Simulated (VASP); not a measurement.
Set up this calculation in VASP 6.6.1, as the native input.

- Task: relaxation of cell and atoms
- Functional: HSE06
- Potentials or basis: VASP PAW PBE potentials, release 64 (Ag, I)
- Cutoff: 500 eV
- k mesh: 4 × 4 × 4
- Occupations: fermi-dirac, width 0.02 eV
- Spin: no spin polarisation
- Dipole correction: no
- Grid for exact exchange (PRECFOCK): Normal
- Further INCAR settings: ALGO = Normal; EDIFF = 1e-07; IBRION = 2; EDIFFG = -0.005; NSW = 80; ISIF = 3
- Share of exact exchange: 0.25
- Screening parameter: 0.2079 1/Å

Crystal: AgI.

```
CELL_PARAMETERS angstrom
0.00000 3.28863 3.28863
3.28863 0.00000 3.28863
3.28863 3.28863 0.00000
ATOMIC_POSITIONS crystal
Ag 0.00000 0.00000 0.00000
I 0.25000 0.25000 0.25000
```

One way to write it, as run:

POSCAR

```
AgI
1.0
    0.0000000000      3.2886327781      3.2886327781
    3.2886327781      0.0000000000      3.2886327781
    3.2886327781      3.2886327781      0.0000000000
Ag I
1 1
Direct
    0.0000000000      0.0000000000      0.0000000000
    0.2500000000      0.2500000000      0.2500000000
```

INCAR.step1

```
PREC = Accurate ; ENCUT = 500
EDIFF = 1E-5 ; ISMEAR = -1
SIGMA = 0.02 ; LREAL = F
LASPH = T ; NELM = 120
ALGO = Normal ; LWAVE = T
LCHARG = F ; GGA = PE
NBANDS = 16 ; GGA_COMPAT = F
IBRION = 2 ; ISIF = 3
EDIFFG = -0.005 ; NELMIN = 4
NSW = 100
```

INCAR.step2

```
PREC = Accurate ; ENCUT = 500
EDIFF = 1E-7 ; ISMEAR = -1
SIGMA = 0.02 ; LREAL = F
LASPH = T ; NELM = 120
ALGO = Normal ; ISIF = 3
LWAVE = F ; LCHARG = F
GGA = PE ; LHFCALC = T
HFSCREEN = 0.2079 ; PRECFOCK = Normal
IBRION = 2 ; NSW = 80
EDIFFG = -0.005 ; ISTART = 1
GGA_COMPAT = F ; NELMIN = 4
```

KPOINTS

```
regular mesh
0
Gamma
  4 4 4
```

Potentials or basis: VASP PAW PBE potentials, release 64 (Ag, I).

Command:

```console
$ cat potpaw_PBE.64/Ag/POTCAR potpaw_PBE.64/I/POTCAR > POTCAR
$ cp INCAR.step1 INCAR
$ mpirun -np 1 vasp_std > vasp.out
$ cp INCAR.step2 INCAR
$ mpirun -np 1 vasp_std > vasp.out
```

It gave:

```
Relaxed volume                        : 36.30 Å³/atom
Relaxed cell                          : a = 4.682 Å, b = 4.682 Å, c = 4.682 Å, α = 60.00°, β = 60.00°, γ = 60.00°
Space group after relaxing (to 0.1 Å) : F-43m (No. 216)
Energy gained by relaxing             : 1.2 meV/atom
Ionic steps                           : 3
Pressure after relaxing               : 0.0 GPa
Band gap on the k mesh                : 2.49 eV
```

Caveat: the PAW data sets were made with another functional, which shifts forces and pressure a little; spin-orbit coupling is left out, which moves the levels of the heavy elements.

Wall time 23 min on 1 thread of Intel(R) Xeon(R) 6975P-C (Granite Rapids), with other jobs on the host, peak memory 0.33 GiB.
